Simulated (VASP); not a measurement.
Input of a VASP 6.6.1 run:

The input INCAR:

```
ALGO = Normal ; EDIFF = 1E-7
ENCUT = 520 ; GGA = PS
ISIF = 2 ; ISMEAR = 0
LASPH = T ; LCHARG = T
LELF = T ; LREAL = F
LVHAR = T ; LWAVE = F
NBANDS = 25 ; NELM = 80
PREC = Accurate ; SIGMA = 0.01
```

File KPOINTS:

```
k-points
0
Gamma
  4 4 6
```

POSCAR

```
SiO2
1.0
    4.2725805444      0.0000000000      0.0000000000
    0.0000000000      4.2725805444      0.0000000000
    0.0000000000      0.0000000000      2.7259908713
Si O
2 4
Direct
    0.0000000000      0.0000000000      0.0000000000
    0.5000000000      0.5000000000      0.5000000000
    0.3059000000      0.3059000000      0.0000000000
    0.1941000000      0.8059000000      0.5000000000
    0.6941000000      0.6941000000      0.0000000000
    0.8059000000      0.1941000000      0.5000000000
```

Potentials or basis: VASP PAW PBE potentials, release 64 (Si, O).

Run with:

```bash
$ cat potpaw_PBE.64/Si/POTCAR potpaw_PBE.64/O/POTCAR > POTCAR
$ mpirun -np 1 vasp_std > vasp.out
```

Problem. What does it give for the largest force?

Solution. 0.340 eV/Å.

Problem. What does it give for the band gap on the k mesh?

Solution. 4.42 eV, direct.

Problem. Predict the pressure.

Solution. -14.9 GPa.

Forces in eV/Å, atoms in the order of the input:
```
Si   0.000  0.000  0.000
Si   0.000  0.000  0.000
O    0.240  0.240  0.000
O   -0.240  0.240  0.000
O   -0.240 -0.240  0.000
O    0.240 -0.240  0.000
```

Caveat: the PAW data sets were made with another functional, which shifts forces and pressure a little. PBEsol gaps usually lie below the measured ones, often by a third to a half.
